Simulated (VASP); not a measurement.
# BAs (F-43m) in VASP: notebook

The runs below take BAs through single point, with r2SCAN.

Program: VASP 6.6.1. These are calculated values, not measurements. Logs are shortened: lines on timing, memory, paths and dates and some standing lists are left out, and cuts for length are marked.

## 1. The cell of the first run

The structure is cubic, space group F-43m (No. 216). The conventional cell has a = 4.686 Å, b = 4.686 Å, c = 4.686 Å, α = 90.00°, β = 90.00°, γ = 90.00°. B (site symmetry -43m) has 4 As at 2.03 Å within 2.7 Å. As (site symmetry -43m) has 4 B at 2.03 Å within 2.7 Å.

## 2. Single point, r2SCAN (volume scaled by 0.94)

File POSCAR:

```
BAs
1.0
    0.0000000000      2.3430888568      2.3430888568
    2.3430888568      0.0000000000      2.3430888568
    2.3430888568      2.3430888568      0.0000000000
B As
1 1
Direct
    0.0000000000      0.0000000000      0.0000000000
    0.2500000000      0.2500000000      0.2500000000
```

File INCAR.step1:

```
  PREC = Accurate
  ENCUT = 520
  ISMEAR = 0
  SIGMA = 0.02
  LREAL = False
  LASPH = True
  NELM = 100
  NBANDS = 11
  GGA = PE
  ALGO = Normal
  EDIFF = 1E-4
  LWAVE = True
  LCHARG = False
```

File INCAR.step2:

```
  PREC = Accurate
  ENCUT = 520
  EDIFF = 1E-6
  ISMEAR = 0
  SIGMA = 0.02
  LREAL = False
  LASPH = True
  NELM = 100
  ALGO = Normal
  ISIF = 2
  LWAVE = False
  LCHARG = False
  METAGGA = R2SCAN
  LMIXTAU = True
  NBANDS = 11
  ISTART = 1
```

File KPOINTS:

```
Automatic mesh
0
Gamma
  10 10 10
```

Potentials or basis: VASP PAW PBE potentials, release 64 (B, As).

Launch:

```
$ cat potpaw_PBE.64/B/POTCAR potpaw_PBE.64/As/POTCAR > POTCAR
$ cp INCAR.step1 INCAR
$ mpirun -np 1 vasp_std > vasp.out
$ cp INCAR.step2 INCAR
$ mpirun -np 1 vasp_std > vasp.out
```

OUTCAR:

```text
PREC = Accurate
   ENCUT = 520
   EDIFF = 1E-6
   ISMEAR = 0
   LREAL = False
   LASPH = True
   NELM = 100
   ISIF = 2
   METAGGA = R2SCAN
   ISTART = 1

 ion  position               nearest neighbor table
   1  0.000  0.000  0.000-   2 2.03   2 2.03   2 2.03   2 2.03
   2  0.250  0.250  0.250-   1 2.03   1 2.03   1 2.03   1 2.03

  LATTYP: Found a face centered cubic cell.
 ALAT       =     4.6861777136

  Lattice vectors:

 A1 = (   0.0000000000,   2.3430888568,   2.3430888568)
 A2 = (   2.3430888568,   0.0000000000,   2.3430888568)
 A3 = (   2.3430888568,   2.3430888568,   0.0000000000)

Analysis of symmetry for initial positions (statically):
=====================================================================
 Subroutine PRICEL returns:
 Original cell was already a primitive cell.

 Routine SETGRP: Setting up the symmetry group for a
 face centered cubic supercell.

 Subroutine GETGRP returns: Found 24 space group operations
 (whereof 24 operations were pure point group operations)
 out of a pool of 48 trial point group operations.

The static configuration has the point symmetry T_d .

Analysis of symmetry for dynamics (positions and initial velocities):
=====================================================================
 Subroutine PRICEL returns:
 Original cell was already a primitive cell.

 Routine SETGRP: Setting up the symmetry group for a
 face centered cubic supercell.

 Subroutine GETGRP returns: Found 24 space group operations
 (whereof 24 operations were pure point group operations)
 out of a pool of 48 trial point group operations.

The dynamic configuration has the point symmetry T_d .

 Subroutine INISYM returns: Found 24 space group operations
 (whereof 24 operations are pure point group operations),
 and found     1 'primitive' translations

----------------------------------------------------------------------------------------

                                     Primitive cell

  volume of cell :      25.7274

  direct lattice vectors                    reciprocal lattice vectors
     0.000000000  2.343088857  2.343088857    -0.213393529  0.213393529  0.213393529
     2.343088857  0.000000000  2.343088857     0.213393529 -0.213393529  0.213393529
     2.343088857  2.343088857  0.000000000     0.213393529  0.213393529 -0.213393529

  length of vectors
     3.313628039  3.313628039  3.313628039     0.369608434  0.369608434  0.369608434

  position of ions in fractional coordinates (direct lattice)
     0.000000000  0.000000000  0.000000000
     0.250000000  0.250000000  0.250000000

  ion indices of the primitive-cell ions
   primitive index   ion index
                 1           1
                 2           2

----------------------------------------------------------------------------------------

 KPOINTS: Automatic mesh

Automatic generation of k-mesh.
 Grid dimensions read from file:
 generate k-points for:   10   10   10

 Generating k-lattice:

  Cartesian coordinates                     Fractional coordinates (reciprocal lattice)
    -0.021339353  0.021339353  0.021339353     0.100000000  0.000000000  0.000000000
     0.021339353 -0.021339353  0.021339353     0.000000000  0.100000000  0.000000000
     0.021339353  0.021339353 -0.021339353     0.000000000  0.000000000  0.100000000

  Length of vectors
     0.036960843  0.036960843  0.036960843

  Shift w.r.t. Gamma in fractional coordinates (k-lattice)
     0.000000000  0.000000000  0.000000000

 Subroutine IBZKPT returns following result:
 ===========================================

 Found     47 irreducible k-points:

 Following reciprocal coordinates:
            Coordinates               Weight
  0.000000  0.000000  0.000000      1.000000
  0.100000  0.000000  0.000000      8.000000
  0.200000  0.000000  0.000000      8.000000
  0.300000  0.000000  0.000000      8.000000
  0.400000  0.000000  0.000000      8.000000
  0.500000  0.000000  0.000000      4.000000
[... 16 lines left out ...]
  0.300000  0.300000  0.000000      6.000000
  0.400000  0.300000  0.000000     24.000000
 [... further k-points ...]
   k-points           NKPTS =     47   k-points in BZ     NKDIM =     47   number of bands    NBANDS=     11
   number of dos      NEDOS =    301   number of ions     NIONS =      2
   total plane-waves  NPLWV =  21952
   dimension x,y,z NGX =    28 NGY =   28 NGZ =   28
   dimension x,y,z NGXF=    56 NGYF=   56 NGZF=   56
   ions per type =               1   1
   NGX,Y,Z   is equivalent  to a cutoff of  14.05, 14.05, 14.05 a.u.
   NGXF,Y,Z  is equivalent  to a cutoff of  28.10, 28.10, 28.10 a.u.
 SYSTEM =  unknown system
   PREC   = accura    normal or accurate (medium, high low for compatibility)
   ISTART =      1    job   : 0-new  1-cont  2-samecut
   ICHARG =      0    charge: 1-file 2-atom 10-const
   ISPIN  =      1    spin polarized calculation?
   LNONCOLLINEAR =      F non collinear calculations
   LSORBIT =      F    spin-orbit coupling
   LASPH  =      T    aspherical Exc in radial PAW
   ENCUT  =  520.0 eV  38.22 Ry    6.18 a.u.   6.16  6.16  6.16*2*pi/ulx,y,z
   NELM   =    100;   NELMIN=  2; NELMDL=  0     # of ELM steps
   EDIFF  = 0.1E-05   stopping-criterion for ELM
   LREAL  =      F    real-space projection
   EDIFFG = 0.1E-04   stopping-criterion for IOM
   NSW    =      0    number of steps for IOM
   IBRION =     -1    ionic relax: 0-MD 1-quasi-New 2-CG
   NFREE  =      0    steps in history (QN), initial steepest desc. (CG)
   ISIF   =      2    stress and relaxation
   ISYM   =      2    0-nonsym 1-usesym 2-fastsym
   POTIM  = 0.5000    time-step for ionic-motion
   TEBEG  =    0.0;   TEEND  =   0.0 temperature during run
   PSTRESS=    0.0 pullay stress
   NELECT =       8.0000    total number of electrons
   NUPDOWN=      -1.0000    fix difference up-down
   EMIN   =  10.00;   EMAX   =-10.00  energy-range for DOS
   EFERMI =   0.00;   METHOD = LEGACY
   ISMEAR =     0;   SIGMA  =   0.02  broadening in eV -4-tet -1-fermi 0-gaus
   EFERMI_NEDOS =   21; number of points for ismear=-14 and -15
   IALGO  =     38    algorithm
   IMIX   =      4    mixing-type and parameters
     AMIX     =   0.40;   BMIX     =  1.00
     AMIX_MAG =   1.60;   BMIX_MAG =  1.00
  volume/ion in A,a.u.               =      12.86        86.81
  Fermi-wavevector in a.u.,A,eV,Ry     =   1.109105  2.095905 16.736721  1.230114
  Thomas-Fermi vector in A             =   2.245641
   LORBIT       =      0    0 simple, 1 ext, 2 COOP (PROOUT), +10 PAW based schemes
   METAGGA = R2SCAN    functional components
   LHFCALC =     F    Hartree Fock is set to
   AEXX    =    0.0000 exact exchange contribution
   IVDW    =     0    specifies the selected vdW correction
   LEPSILON=     F    determine dielectric tensor
   LRPA    =     F    only Hartree local field effects (RPA)
 non-spin polarized calculation
 Gauss-broadening in eV      SIGMA  =   0.02
  energy-cutoff  :      520.00
  volume of cell :       25.73
 maximum number of plane-waves:       701
 NGX is ok and might be reduce to    28
   NGX = 13   NGY = 13   NGZ = 13

 number of electron       8.0000000 magnetization

 Free energy of the ion-electron system (eV)
  ---------------------------------------------------
  ext. energy  EPLUGINS =         0.00000000
  ---------------------------------------------------
  free energy    TOTEN  =       -22.20412191 eV

  energy without entropy =      -22.20412191  energy(sigma->0) =      -22.20412191

 E-fermi :   6.7829     XC(G=0): -11.3965

 val. band max:        6.6838681277   @ k =   0.0000   0.0000   0.0000
 cond. band min:       7.9901402537   @ k =   0.4000   0.4000   0.0000
 fundamental gap:      1.3062721260
 Fermi energy:         6.7829332275

 k-point     1 :       0.0000    0.0000    0.0000
  band No.  band energies     occupation
      1     -10.0363      2.00000
      2       6.6839      2.00000
      3       6.6839      2.00000
      4       6.6839      2.00000
      5      10.1969      0.00000
      6      10.1969      0.00000
      7      10.1969      0.00000
      8      12.6186      0.00000
      9      17.3895      0.00000
     10      20.3543      0.00000
     11      20.3543      0.00000

 k-point     2 :       0.1000    0.0000    0.0000
  band No.  band energies     occupation
      1      -9.8547      2.00000
      2       5.1712      2.00000
      3       6.3398      2.00000
      4       6.3398      2.00000
      5      10.5398      0.00000
      6      10.6481      0.00000
      7      10.6481      0.00000
      8      13.3840      0.00000
      9      18.0869      0.00000
     10      19.2686      0.00000
     11      19.2686      0.00000

 k-point     3 :       0.2000    0.0000    0.0000
  band No.  band energies     occupation
      1      -9.3180      2.00000
      2       2.5859      2.00000
      3       5.6926      2.00000
      4       5.6926      2.00000
      5      10.4746      0.00000
      6      11.4462      0.00000
      7      11.4462      0.00000
      8      14.9628      0.00000
      9      18.5147      0.00000
     10      18.5147      0.00000
     11      19.0805      0.00000

 k-point     4 :       0.3000    0.0000    0.0000
  band No.  band energies     occupation
      1      -8.4615      2.00000
      2       0.0639      2.00000
      3       5.1249      2.00000
      4       5.1249      2.00000
      5      10.2448      0.00000
      6      11.8612      0.00000
      7      11.8612      0.00000
      8      16.1548      0.00000
      9      19.0651      0.00000
     10      19.0651      0.00000
     11      19.2050      0.00000
[... 239 lines left out ...]
 k-point    22 :      -0.2000    0.2000    0.0000
  band No.  band energies     occupation
      1      -8.1682      2.00000
      2       0.7511      2.00000
      3       2.1483      2.00000
      4       5.2298      2.00000
      5      11.1551      0.00000
      6      12.2420      0.00000
      7      13.3421      0.00000
      8      14.5612      0.00000
      9      17.1403      0.00000
     10      20.5192      0.00000
     11      22.4581      0.00000

 k-point    23 :       0.3000    0.3000    0.0000
  band No.  band energies     occupation
      1      -7.9066      2.00000
      2       1.0879      2.00000
      3       3.1026      2.00000
      4       3.1026      2.00000
      5       8.2276      0.00000
      6      10.6944      0.00000
      7      16.0553      0.00000
      8      16.0553      0.00000
      9      19.0647      0.00000
     10      22.6994      0.00000
     11      23.4397      0.00000

 k-point    24 :       0.4000    0.3000    0.0000
  band No.  band energies     occupation
      1      -7.0853      2.00000
      2      -0.3124      2.00000
      3       2.2429      2.00000
      4       2.7732      2.00000
      5       8.5558      0.00000
      6      10.4090      0.00000
      7      16.5364      0.00000
      8      16.7205      0.00000
      9      20.1893      0.00000
     10      23.6540      0.00000
     11      24.2575      0.00000

 [... further k-points ...]
[... 5 lines left out ...]
  --------------------------------------------------------------------------------------
  -------------------------------------------------------------------------------------
  Total        1.6539295      1.6539295      1.6539295      0.0000000      0.0000000      0.0000000
  in kB      102.9985984    102.9985984    102.9985984      0.0000000      0.0000000      0.0000000
  external PRESSURE =     102.9985984 kB  Pullay stress =       0.0000000 kB

 VOLUME and BASIS-vectors are now :
 -----------------------------------------------------------------------------
  energy-cutoff  :      520.00
  volume of cell :       25.73
      direct lattice vectors                 reciprocal lattice vectors
     0.000000000  2.343088857  2.343088857    -0.213393529  0.213393529  0.213393529
     2.343088857  0.000000000  2.343088857     0.213393529 -0.213393529  0.213393529
     2.343088857  2.343088857  0.000000000     0.213393529  0.213393529 -0.213393529

 POSITION                                       TOTAL-FORCE (eV/Angst)
 -----------------------------------------------------------------------------------
      0.00000      0.00000      0.00000         0.000000      0.000000      0.000000
      1.17154      1.17154      1.17154        -0.000000     -0.000000     -0.000000
 -----------------------------------------------------------------------------------
    total drift:                               -0.000000     -0.000000     -0.000000

  FREE ENERGIE OF THE ION-ELECTRON SYSTEM (eV)
  ---------------------------------------------------
  free  energy   TOTEN  =       -22.2041219128 eV

  energy  without entropy=      -22.2041219128  energy(sigma->0) =      -22.20412191
```

Run time: 48 s. Hardware: 1 thread of Intel Xeon Platinum 8488C (Sapphire Rapids), shared host; peak memory 0.16 GiB.

Results:

```yaml
Free_energy: -22.2041 eV
Pressure: 10.3 GPa
Band_gap_on_the_k_mesh: 1.31 eV, indirect (least direct gap 3.51 eV)
```

Caveat: the PAW data sets were made with another functional, which shifts forces and pressure a little. A k mesh can miss the band edges.

(Part 1 of 2 ends here.)
